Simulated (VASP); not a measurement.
ScGa3N2: single point with PBE

Crystal: ScGa3N2.

```
Sc Ga N
1.0
     5.42079    0.00000    0.00000
    -2.71039    4.69454    0.00000
     0.00000    0.00000    3.19019
Sc Ga N
1 3 2
Direct
  0.00000 0.00000 0.00000
  0.50000 0.00000 0.50000
  0.00000 0.50000 0.50000
  0.50000 0.50000 0.50000
  0.33333 0.66667 0.00000
  0.66667 0.33333 0.00000
```

```json
{
 "Program": "VASP 6.6.1",
 "Task": "single point",
 "Functional": "PBE",
 "Potentials or basis": "VASP PAW PBE potentials, release 64 (Sc_sv, Ga_d, N)",
 "Cutoff": "520 eV",
 "k mesh": "6 × 6 × 6",
 "Occupations": "gaussian, width 0.1 eV",
 "Spin": "no spin polarisation"
}
```

* Pressure: 0.7 GPa
* Band gap on the k mesh: zero (band 30 reaches 7.79 eV, above the bottom of band 31 at 4.77 eV)

Levels at points of the mesh, in eV from the Fermi level:
| k point | band 28 | band 29 | band 30 | band 31 | band 32 | band 33 |
| --- | --- | --- | --- | --- | --- | --- |
| (0.00, 0.00, 0.00) | -2.05 | 0.08 | 0.85 | 0.85 | 1.61 | 1.67 |
| (0.50, 0.00, 0.00) | -2.09 | -1.64 | -1.29 | 0.92 | 0.95 | 1.25 |
| (0.00, 0.00, 0.50) | -2.40 | -2.40 | -2.18 | -2.18 | 0.42 | 0.54 |
| (0.50, 0.00, 0.50) | -3.17 | -2.21 | -0.67 | 1.03 | 1.33 | 1.69 |

Run time: 3.1 min on 1 thread of AMD EPYC 7R13, on a shared host, peak memory 0.2 GiB.
